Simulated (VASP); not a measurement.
Runs of VASP 6.6.1 on Mo. The structure is that of space group Pm-3m (No. 221), or close to it. The cells are those of the table. 

```csv
cell,k mesh,gap on the mesh (eV),pressure (GPa)
"a = 2.592 Å, 1 atom",20 × 20 × 20,none,0.7
"a = 2.592 Å, 1 atom",14 × 14 × 14,none,-0.2
"a = 2.692 Å, 1 atom",14 × 14 × 14,none,-17.7
"a = 2.521 Å, 1 atom",14 × 14 × 14,none,(b)
"a = 2.557 Å, 1 atom",14 × 14 × 14,none,8.7
"a = 2.592 Å, 1 atom",12 × 12 × 12,none,(c)
"a = 2.484 Å, 1 atom",14 × 14 × 14,none,32.9
"a = 2.626 Å, 1 atom",14 × 14 × 14,none,(a)
```

Alike in all rows: task single point; level r2SCAN; potentials or basis VASP PAW PBE potentials, release 64 (Mo_sv); no spin polarisation; cutoff (eV) 550; smearing fermi-dirac 0.1 eV.

Task: Fill in the values left out.

Result: (a) -7.3; (b) 19.4; (c) 1.0.

Caveats: the PAW data sets were made with another functional, which shifts forces and pressure a little.

A k mesh can miss the band edges, and the runs leave out spin-orbit coupling on Mo.

A gap of «none» marks levels without a gap at the run's occupations.
